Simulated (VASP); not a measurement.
## Se: single point with PBE

The system is Se.

```
Se
1.0
     0.00000    0.00000   -2.68287
     0.00000   -5.47983    0.00000
   -10.95966    0.00000    0.00000
Se
6
Direct
  0.00000 0.00000 0.50000
  0.00000 0.00000 0.00000
  0.00000 0.50000 0.00000
  0.00000 0.50000 0.50000
  0.00000 0.00000 0.75000
  0.00000 0.00000 0.25000
```

```
Program             : VASP 6.6.1
Task                : single point
Functional          : PBE
Potentials or basis : VASP PAW PBE potentials, release 64 (Se)
Cutoff              : 520 eV
k mesh              : 8 × 4 × 2
Occupations         : gaussian, width 0.2 eV
Spin                : no spin polarisation
```

```json
{"Pressure": "0.7 GPa", "Band gap on the k mesh": "zero (band 18 reaches 5.40 eV, above the bottom of band 19 at 1.65 eV)"}
```

Stress tensor (GPa, compression positive):
```
-0.49  0.00  0.00
 0.00 -0.49  0.00
 0.00  0.00  2.97
```

Levels at points of the mesh, in eV from the Fermi level:
| k point | band 16 | band 17 | band 18 | band 19 | band 20 | band 21 |
| --- | --- | --- | --- | --- | --- | --- |
| (0.00, 0.00, 0.00) | 2.73 | 2.77 | 2.77 | 2.94 | 3.18 | 4.47 |
| (0.50, 0.00, 0.00) | -1.10 | -0.11 | -0.04 | 0.34 | 0.34 | 0.58 |
| (0.00, 0.50, 0.00) | -1.73 | -1.10 | 2.73 | 3.18 | 3.50 | 4.61 |
| (0.50, 0.50, 0.00) | -0.68 | -0.68 | -0.47 | -0.11 | -0.04 | 0.27 |
| (0.00, 0.00, 0.50) | 0.68 | 2.74 | 2.74 | 3.05 | 3.05 | 4.73 |
| (0.50, 0.00, 0.50) | -3.12 | 0.15 | 0.15 | 0.26 | 0.26 | 2.78 |
| (0.00, 0.50, 0.50) | -1.32 | 0.61 | 0.61 | 3.32 | 3.32 | 4.61 |
| (0.50, 0.50, 0.50) | -1.05 | -0.41 | -0.41 | -0.11 | -0.11 | 0.88 |

Run time: 100 s on 1 thread of Intel(R) Xeon(R) 6975P-C (Granite Rapids), with other jobs on the host, peak memory 0.27 GiB.
